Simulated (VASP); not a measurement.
# MnS (R-3m) in VASP: a series of runs

The runs below take MnS through single point, with PBE.

All numbers are computed with VASP 6.6.1; they aren't measurements. Logs are shortened: lines on timing, memory, paths and dates and some standing lists are left out, and cuts for length are marked.

### Step 1. The cell of the first run

The structure is trigonal, space group R-3m (No. 166). The conventional cell has a = 3.660 Å, b = 3.660 Å, c = 8.913 Å, α = 90.00°, β = 90.00°, γ = 120.00°. Within 3.4 Å of Mn (site symmetry -3m) lie 6 S at 2.58 Å. S (site symmetry -3m) has 6 Mn at 2.58 Å within 3.4 Å.

### Step 2. Single point, PBE, collinear spin, zero start

Input file INCAR:

```
SYSTEM = MnS
PREC = Accurate
ENCUT = 520
EDIFF = 1E-6
ISMEAR = -1
SIGMA = 0.05
LREAL = .False.
LASPH = .True.
NELM = 150
ALGO = Normal
ISIF = 2
LWAVE = .False.
LCHARG = .True.
ISPIN = 2
MAGMOM = 0 0
LORBIT = 11
NUPDOWN = 0.0
LMAXMIX = 4
GGA = PE
LELF = .True.
LVHAR = .True.
NBANDS = 20
```

Input file KPOINTS:

```
Automatic mesh
0
Gamma
  8 8 8
  0 0 0
```

Input file POSCAR:

```
MnS
1.0
    1.8299960138      1.0565486912      2.9709202777
   -1.8299960138      1.0565486912      2.9709202777
    0.0000000000     -2.1130973823      2.9709202777
Mn S
1 1
Direct
    0.0000000000      0.0000000000      0.0000000000
    0.5000000000      0.5000000000      0.5000000000
```

Potentials or basis: VASP PAW PBE potentials, release 64 (Mn_pv, S).

Launch:

```console
cat potpaw_PBE.64/Mn_pv/POTCAR potpaw_PBE.64/S/POTCAR > POTCAR
mpirun -np 1 vasp_std > vasp.out
```

OUTCAR:

```text
SYSTEM = MnS
   PREC = Accurate
   ENCUT = 520
   EDIFF = 1E-6
   ISMEAR = -1
   LREAL = .False.
   LASPH = .True.
   NELM = 150
   ISIF = 2
   ISPIN = 2
   LORBIT = 11
   NUPDOWN = 0.0
   GGA = PE

 ion  position               nearest neighbor table
   1  0.000  0.000  0.000-   2 2.58   2 2.58   2 2.58   2 2.58   2 2.58   2 2.58
   2  0.500  0.500  0.500-   1 2.58   1 2.58   1 2.58   1 2.58   1 2.58   1 2.58

  LATTYP: Found a trigonal (rhomboedric) cell.
 ALAT       =     3.6457575130
 COS(alpha) =     0.4960879726

  Lattice vectors:

 A1 = (   1.8299960138,   1.0565486912,   2.9709202777)
 A2 = (  -1.8299960138,   1.0565486912,   2.9709202777)
 A3 = (   0.0000000000,  -2.1130973823,   2.9709202777)

Analysis of symmetry for initial positions (statically):
=====================================================================
 Subroutine PRICEL returns:
 Original cell was already a primitive cell.

 Routine SETGRP: Setting up the symmetry group for a
 trigonal (rhombohedral) supercell.

 Subroutine GETGRP returns: Found 12 space group operations
 (whereof 12 operations were pure point group operations)
 out of a pool of 12 trial point group operations.

The static configuration has the point symmetry D_3d.

Analysis of symmetry for dynamics (positions and initial velocities):
=====================================================================
 Subroutine PRICEL returns:
 Original cell was already a primitive cell.

 Routine SETGRP: Setting up the symmetry group for a
 trigonal (rhombohedral) supercell.

 Subroutine GETGRP returns: Found 12 space group operations
 (whereof 12 operations were pure point group operations)
 out of a pool of 12 trial point group operations.

The dynamic configuration has the point symmetry D_3d.

Analysis of structural, dynamic, and magnetic symmetry:
=====================================================================
 Subroutine PRICEL returns:
 Original cell was already a primitive cell.

 Routine SETGRP: Setting up the symmetry group for a
 trigonal (rhombohedral) supercell.

 Subroutine GETGRP returns: Found 12 space group operations
 (whereof 12 operations were pure point group operations)
 out of a pool of 12 trial point group operations.

The overall configuration has the point symmetry D_3d.

 Subroutine INISYM returns: Found 12 space group operations
 (whereof 12 operations are pure point group operations),
 and found     1 'primitive' translations

[... 117 lines left out ...]
  Thomas-Fermi vector in A             =   2.470510
   LORBIT       =     11    0 simple, 1 ext, 2 COOP (PROOUT), +10 PAW based schemes
   GGA     = PE    functional components
   LHFCALC =     F    Hartree Fock is set to
   AEXX    =    0.0000 exact exchange contribution
   IVDW    =     0    specifies the selected vdW correction
   LEPSILON=     F    determine dielectric tensor
   LRPA    =     F    only Hartree local field effects (RPA)
 spin polarized calculation
  energy-cutoff  :      520.00
  volume of cell :       34.47
 maximum number of plane-waves:       941
   NGX = 13   NGY = 13   NGZ = 13

 number of electron      18.9999997 magnetization      -0.0000000

 number of electron      18.9999997 magnetization       0.0000000

 Free energy of the ion-electron system (eV)
  ---------------------------------------------------
  ext. energy  EPLUGINS =         0.00000000
  ---------------------------------------------------
  free energy    TOTEN  =       -12.05640352 eV

  energy without entropy =      -11.97894695  energy(sigma->0) =      -12.01767523

 E-fermi :   6.3139     XC(G=0): -10.8517

 val. band max:        6.2830532396   @ k =   0.3750   0.3750   0.2500
 cond. band min:       6.3150954536   @ k =  -0.3750   0.5000   0.1250
 fundamental gap:      0.0320422140
 Fermi energy:         6.3138756048

 spin component 1

 k-point     1 :       0.0000    0.0000    0.0000
  band No.  band energies     occupation
      1     -41.4846      1.00000
      2     -41.4846      1.00000
      3     -41.4843      1.00000
      4      -8.1096      1.00000
      5       4.6430      1.00000
      6       4.6430      1.00000
[... 541 lines left out ...]
     19      20.3039      0.00000
     20      23.9108      0.00000

 [... further k-points ...]

 spin component 2

 k-point     1 :       0.0000    0.0000    0.0000
  band No.  band energies     occupation
      1     -41.4846      1.00000
      2     -41.4843      1.00000
      3     -41.4843      1.00000
      4      -8.1096      1.00000
      5       4.6430      1.00000
      6       4.6430      1.00000
[... 541 lines left out ...]
     19      20.3040      0.00000
     20      23.9107      0.00000

 [... further k-points ...]

------------------------ aborting loop because EDIFF is reached ----------------------------------------

  FORCE on cell =-STRESS in cart. coord.  units (eV):
  Direction    XX          YY          ZZ          XY          YZ          ZX
  --------------------------------------------------------------------------------------
  -------------------------------------------------------------------------------------
  Total       -4.8852530     -4.8852530     -4.8876224      0.0000000     -0.0000000      0.0000000
  in kB     -227.0992689   -227.0992689   -227.2094125      0.0000000     -0.0000000      0.0000000
  external PRESSURE =    -227.1359834 kB  Pullay stress =       0.0000000 kB

 VOLUME and BASIS-vectors are now :
 -----------------------------------------------------------------------------
  energy-cutoff  :      520.00
  volume of cell :       34.47
      direct lattice vectors                 reciprocal lattice vectors
     1.829996014  1.056548691  2.970920278     0.273224639  0.157746319  0.112198680
    -1.829996014  1.056548691  2.970920278    -0.273224639  0.157746319  0.112198680
     0.000000000 -2.113097382  2.970920278     0.000000000 -0.315492638  0.112198680

 POSITION                                       TOTAL-FORCE (eV/Angst)
 -----------------------------------------------------------------------------------
      0.00000      0.00000      0.00000         0.000000     -0.000000     -0.000000
      0.00000      0.00000      4.45638        -0.000000      0.000000      0.000000
 -----------------------------------------------------------------------------------
    total drift:                                0.000000      0.000000      0.000000

  FREE ENERGIE OF THE ION-ELECTRON SYSTEM (eV)
  ---------------------------------------------------
  free  energy   TOTEN  =       -12.0564035184 eV

  energy  without entropy=      -11.9789469496  energy(sigma->0) =      -12.01767523

 total charge

# of ion       s       p       d       tot
------------------------------------------
    1        0.194   6.133   5.102  11.429
    2        1.323   2.303   0.000   3.626
--------------------------------------------------
tot          1.516   8.437   5.102  15.055

 magnetization (x)

# of ion       s       p       d       tot
------------------------------------------
    1       -0.000  -0.000   0.000   0.000
    2       -0.000   0.000   0.000   0.000
--------------------------------------------------
tot         -0.000   0.000   0.000   0.000
```

Wall time 43 s (1 thread of Intel Xeon 6975P-C (Granite Rapids), shared host); peak memory 0.21 GiB.

Results:

```yaml
Free_energy: -12.0564 eV
Pressure: -22.7 GPa
Net_moment: 0.00 μB per cell
Valence_electrons_inside_the_program's_atomic_spheres: Mn 11.43; S 3.63
```

Caveat: the total moment is fixed, so each spin has its own Fermi level.

### Step 3. Single point, PBE, collinear spin, ferromagnetic start

Input file INCAR:

```
ALGO = Normal
EDIFF = 1E-6
ENCUT = 520
GGA = PE
ISIF = 2
ISMEAR = -1
ISPIN = 2
LASPH = True
LCHARG = False
LMAXMIX = 4
LORBIT = 11
LREAL = False
LWAVE = False
MAGMOM = 1 0
NBANDS = 20
NELM = 150
NUPDOWN = 1.0
PREC = Accurate
SIGMA = 0.05
```

Input file KPOINTS:

```
k-points
0
Gamma
  8 8 8
```

POSCAR is that of step 2.

Potentials or basis: VASP PAW PBE potentials, release 64 (Mn_pv, S).

Launch:

```console
cat potpaw_PBE.64/Mn_pv/POTCAR potpaw_PBE.64/S/POTCAR > POTCAR
mpirun -np 1 vasp_std > vasp.out
```

Wall time 48 s (1 thread of Intel Xeon 6975P-C (Granite Rapids), shared host); peak memory 0.21 GiB.

It converged, with:

```
Free energy                                           : -12.4606 eV
Pressure                                              : -17.2 GPa
Net moment                                            : 1.00 μB per cell
Site moments                                          : Mn +1.02; S +0.00 μB
Valence electrons inside the program's atomic spheres : Mn 11.41; S 3.65
```

Stress tensor (GPa, compression positive):
```
-17.26   0.00   0.00
  0.00 -17.26   0.00
  0.00   0.00 -16.94
```

Caveat: the total moment is fixed, so each spin has its own Fermi level; a cell with one magnetic atom can't hold antiferromagnetic order, which such compounds often take.

### Step 4. Single point, PBE, collinear spin, ferromagnetic start

Input file INCAR:

```
SYSTEM = MnS
PREC = Accurate
ENCUT = 520
EDIFF = 1E-6
ISMEAR = -1
SIGMA = 0.05
LREAL = .False.
LASPH = .True.
NELM = 150
ALGO = Normal
ISIF = 2
LWAVE = .False.
LCHARG = .False.
ISPIN = 2
MAGMOM = 2 0
LORBIT = 11
NUPDOWN = 2.0
LMAXMIX = 4
GGA = PE
NBANDS = 20
```

Input file KPOINTS:

```
Automatic mesh
0
Gamma
  8 8 8
  0 0 0
```

POSCAR is that of step 3.

Potentials or basis: VASP PAW PBE potentials, release 64 (Mn_pv, S).

Launch:

```console
cat potpaw_PBE.64/Mn_pv/POTCAR potpaw_PBE.64/S/POTCAR > POTCAR
mpirun -np 1 vasp_std > vasp.out
```

OUTCAR:

```text
SYSTEM = MnS
   PREC = Accurate
   ENCUT = 520
   EDIFF = 1E-6
   ISMEAR = -1
   LREAL = .False.
   LASPH = .True.
   NELM = 150
   ISIF = 2
   ISPIN = 2
   LORBIT = 11
   NUPDOWN = 2.0
   GGA = PE

 ion  position               nearest neighbor table
   1  0.000  0.000  0.000-   2 2.58   2 2.58   2 2.58   2 2.58   2 2.58   2 2.58
   2  0.500  0.500  0.500-   1 2.58   1 2.58   1 2.58   1 2.58   1 2.58   1 2.58

  LATTYP: Found a trigonal (rhomboedric) cell.
 ALAT       =     3.6457575130
 COS(alpha) =     0.4960879726

  Lattice vectors:

 A1 = (   1.8299960138,   1.0565486912,   2.9709202777)
 A2 = (  -1.8299960138,   1.0565486912,   2.9709202777)
 A3 = (   0.0000000000,  -2.1130973823,   2.9709202777)

Analysis of symmetry for initial positions (statically):
=====================================================================
 Subroutine PRICEL returns:
 Original cell was already a primitive cell.

 Routine SETGRP: Setting up the symmetry group for a
 trigonal (rhombohedral) supercell.

[... 750 lines left out ...]
      5       4.6945      1.00000
      6       4.6945      1.00000
[... 541 lines left out ...]
     19      20.5560      0.00000
     20      24.0635      0.00000

 [... further k-points ...]

------------------------ aborting loop because EDIFF is reached ----------------------------------------

  FORCE on cell =-STRESS in cart. coord.  units (eV):
  Direction    XX          YY          ZZ          XY          YZ          ZX
  --------------------------------------------------------------------------------------
  -------------------------------------------------------------------------------------
  Total       -4.1153564     -4.1153564     -4.0264153      0.0000000     -0.0000000     -0.0000000
  in kB     -191.3093204   -191.3093204   -187.1747427      0.0000000     -0.0000000     -0.0000000
  external PRESSURE =    -189.9311278 kB  Pullay stress =       0.0000000 kB

 VOLUME and BASIS-vectors are now :
 -----------------------------------------------------------------------------
  energy-cutoff  :      520.00
  volume of cell :       34.47
      direct lattice vectors                 reciprocal lattice vectors
     1.829996014  1.056548691  2.970920278     0.273224639  0.157746319  0.112198680
    -1.829996014  1.056548691  2.970920278    -0.273224639  0.157746319  0.112198680
     0.000000000 -2.113097382  2.970920278     0.000000000 -0.315492638  0.112198680

 POSITION                                       TOTAL-FORCE (eV/Angst)
 -----------------------------------------------------------------------------------
      0.00000      0.00000      0.00000        -0.000000      0.000000      0.000000
      0.00000      0.00000      4.45638         0.000000     -0.000000     -0.000000
 -----------------------------------------------------------------------------------
    total drift:                                0.000000      0.000000      0.000000

  FREE ENERGIE OF THE ION-ELECTRON SYSTEM (eV)
  ---------------------------------------------------
  free  energy   TOTEN  =       -12.8593177407 eV

  energy  without entropy=      -12.8282971573  energy(sigma->0) =      -12.84380745

 total charge

# of ion       s       p       d       tot
------------------------------------------
    1        0.205   6.140   5.069  11.413
    2        1.324   2.314   0.000   3.638
--------------------------------------------------
tot          1.529   8.453   5.069  15.051

 magnetization (x)

# of ion       s       p       d       tot
------------------------------------------
    1        0.018   0.006   2.000   2.024
    2       -0.005  -0.046   0.000  -0.051
--------------------------------------------------
tot          0.014  -0.040   2.000   1.973
```

OSZICAR:

```text
N       E                     dE             d eps       ncg     rms          rms(c)
DAV:   1     0.153863039538E+03    0.15386E+03   -0.10029E+04  5224   0.982E+02
DAV:   2    -0.625304217211E+01   -0.16012E+03   -0.15210E+03  5424   0.285E+02
DAV:   3    -0.140205572391E+02   -0.77675E+01   -0.76298E+01  6008   0.674E+01
DAV:   4    -0.141144293531E+02   -0.93872E-01   -0.93780E-01  5860   0.764E+00
DAV:   5    -0.141157666747E+02   -0.13373E-02   -0.13373E-02  5908   0.959E-01    0.110E+01
DAV:   6    -0.143384140194E+02   -0.22265E+00   -0.99832E+00  5768   0.356E+01    0.143E+01
DAV:   7    -0.128848724001E+02    0.14535E+01   -0.49396E+00  5724   0.257E+01    0.401E+00
DAV:   8    -0.128534898247E+02    0.31383E-01   -0.14385E-01  5664   0.338E+00    0.179E+00
DAV:   9    -0.128588804607E+02   -0.53906E-02   -0.26511E-02  6284   0.129E+00    0.652E-01
DAV:  10    -0.128591442490E+02   -0.26379E-03   -0.69400E-03  5592   0.943E-01    0.239E-01
DAV:  11    -0.128592671367E+02   -0.12289E-03   -0.59169E-04  6228   0.211E-01    0.110E-01
DAV:  12    -0.128592974357E+02   -0.30299E-04   -0.20635E-04  7088   0.145E-01    0.638E-02
DAV:  13    -0.128593124328E+02   -0.14997E-04   -0.32644E-05  5520   0.565E-02    0.320E-02
DAV:  14    -0.128593173519E+02   -0.49190E-05   -0.96351E-06  6024   0.265E-02    0.646E-03
DAV:  15    -0.128593177407E+02   -0.38884E-06   -0.13770E-06  4760   0.102E-02
   1 F= -.12859318E+02 E0= -.12843807E+02  d E =-.310206E-01  mag=     2.0000
```

Run time: 44 s. Hardware: 1 thread of Intel Xeon 6975P-C (Granite Rapids), shared host; peak memory 0.21 GiB.

What came out:

```
Free energy                                           : -12.8593 eV
Pressure                                              : -19.0 GPa
Net moment                                            : 2.00 μB per cell
Site moments                                          : Mn +2.02; S -0.05 μB
Valence electrons inside the program's atomic spheres : Mn 11.41; S 3.64
```

Caveat: the total moment is fixed, so each spin has its own Fermi level; a cell with one magnetic atom can't hold antiferromagnetic order, which such compounds often take.

### Step 5. Overview

```tsv
spin	fixed moment (μB)	pressure (GPa)	moment (μB)
collinear, zero start	0.0	-22.7	0.00
collinear, ferromagnetic start	1.0	-17.2	1.00
collinear, ferromagnetic start	2.0	-19.0	2.00
```

Alike in all rows: task single point; level PBE; potentials or basis VASP PAW PBE potentials, release 64 (Mn_pv, S); cell as given; k mesh 8 × 8 × 8; cutoff (eV) 520; smearing fermi-dirac 0.05 eV.

Caveats: the total moment is fixed, so each spin has its own Fermi level; a cell with one magnetic atom can't hold antiferromagnetic order, which such compounds often take (some runs).

Total energies depend on the potentials used, so only differences within one code and one set of settings carry meaning.
